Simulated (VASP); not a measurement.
Write the native input for VASP 6.6.1 that does the following.

```yaml
Task: dielectric tensor
Functional: r2SCAN
Potentials_or_basis: VASP PAW PBE potentials, release 64 (K_sv, Cl)
Cutoff: 520 eV
k_mesh: 6 × 6 × 6
Occupations: gaussian, width 0.01 eV
Spin: no spin polarisation
Dipole_correction: no
Further_INCAR_settings: ALGO = Normal; EDIFF = 1e-08
```

The structure of KCl lies in POSCAR:

```
KCl
1.0
    0.0000000000      3.1448483099      3.1448483099
    3.1448483099      0.0000000000      3.1448483099
    3.1448483099      3.1448483099      0.0000000000
K Cl
1 1
Direct
    0.0000000000      0.0000000000      0.0000000000
    0.5000000000      0.5000000000      0.5000000000
```

These files were run (other wordings do the same):

INCAR

```
SYSTEM = KCl
PREC = Accurate ; ENCUT = 520
EDIFF = 1E-8 ; ISMEAR = 0
SIGMA = 0.01 ; LREAL = .FALSE.
LASPH = .TRUE. ; NELM = 60
ALGO = Normal ; ISIF = 2
LWAVE = .FALSE. ; LCHARG = .FALSE.
METAGGA = R2SCAN ; LMIXTAU = .TRUE.
LCALCEPS = .TRUE.
```

KPOINTS

```
regular mesh
0
G
  6 6 6
  0 0 0
```

Potentials or basis: VASP PAW PBE potentials, release 64 (K_sv, Cl).

Run with:

```console
$ cat potpaw_PBE.64/K_sv/POTCAR potpaw_PBE.64/Cl/POTCAR > POTCAR
$ mpirun -np 1 vasp_std > vasp.out
```

It gave:

- Band gap on the k mesh: 5.84 eV, direct
- Electronic dielectric tensor (diagonal): 2.24
- Born charges (mean of the diagonal): K +1.06; Cl -1.06 e

Run time: 40 min on 1 thread of Intel(R) Xeon(R) Platinum 8175M CPU @ 2.50GHz (Skylake/Cascade Lake) (shared host), peak memory 0.4 GiB.
